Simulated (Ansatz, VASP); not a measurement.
## Two plane-wave programs on SrTiO3

File INCAR:

```
PREC     = Accurate       # precision mode
ENCUT    = 520            # plane-wave cutoff, eV
EDIFF    = 1E-6           # SCF threshold, eV
ISMEAR   = 0              # smearing method
SIGMA    = 0.05           # smearing width, eV
LREAL    = False          # projectors in reciprocal space
LASPH    = True           # aspherical terms in the spheres
NELM     = 80             # most SCF steps
ALGO     = Normal         # electronic algorithm
ISIF     = 2              # what is computed and relaxed
LWAVE    = False          # write WAVECAR
LCHARG   = False          # write CHGCAR
GGA      = PE             # functional
NBANDS   = 28             # bands
```

The input KPOINTS:

```
Automatic mesh
0
Gamma
  8 8 8
```

Contents of POSCAR:

```
SrTiO3
1.0
    3.7986351078      0.0000000000      0.0000000000
    0.0000000000      3.7986351078      0.0000000000
    0.0000000000      0.0000000000      4.2119580988
Sr Ti O
1 1 3
Direct
    0.0006835254      0.0000000000      0.0000000000
    0.5032269229      0.5000000000      0.5000000000
   -0.0048775414      0.5000000000      0.5000000000
    0.4957398015      0.0000000000      0.5000000000
    0.4957398015      0.5000000000      0.0000000000
```

Input for Ansatz:

```yaml
crystal:
  lattice:
    - [3.7986351078, 0.0, 0.0]
    - [0.0, 3.7986351078, 0.0]
    - [0.0, 0.0, 4.2119580988]
  atoms:
    - { symbol: Sr, position: [0.0006835254, 0.0, 0.0] }
    - { symbol: Ti, position: [0.5032269229, 0.5, 0.5] }
    - { symbol: O, position: [-0.0048775414, 0.5, 0.5] }
    - { symbol: O, position: [0.4957398015, 0.0, 0.5] }
    - { symbol: O, position: [0.4957398015, 0.5, 0.0] }
basis:
  ecutwfc: 520.0
kpoints:
  mp_grid: { grid: [8, 8, 8] }
hamiltonian:
  xc: pbe
  pseudopotentials: { kind: paw, azcp: { folder: soft_1 } }
scf:
  occupations: { method: gaussian, width: 0.05 }
output:
  forces: true
  stress: true
  eigenvalues: true
```

Change from the starting cell: mode 1 frozen in at -0.019 Å, strain +e along z and -e/2 along x and y +0.0700.

Alike in both runs: task single point; functional PBE; k mesh 8 × 8 × 8; occupations gaussian, width 0.05 eV; no spin polarisation.

```csv
,VASP,Ansatz
version,VASP 6.6.1,Ansatz 0.2.0
potentials or method,"VASP PAW PBE potentials, release 64 (Sr_sv, Ti_sv, O), cutoff 520 eV","scalar-relativistic, plane waves, PAW"
valence electrons in the cell,40,40
```

|  | VASP | Ansatz | Ansatz less VASP |
| --- | --- | --- | --- |
| gap on the k mesh at the Fermi level (eV) | 1.64 | 1.68 | +0.039 |
| least direct gap on the mesh (eV) | 2.14 | 2.16 | +0.022 |
| pressure (GPa) | 4.1 | 3.5 | -0.61 |
| traceless stress, the component that is largest in VASP (GPa) | -13.78 | -13.53 | +0.251 |
| rms of the force components (eV/Å) | 0.052 | 0.046 | -0.0059 |

Atom by atom the forces differ by 0.006 eV/Å (rms over components).
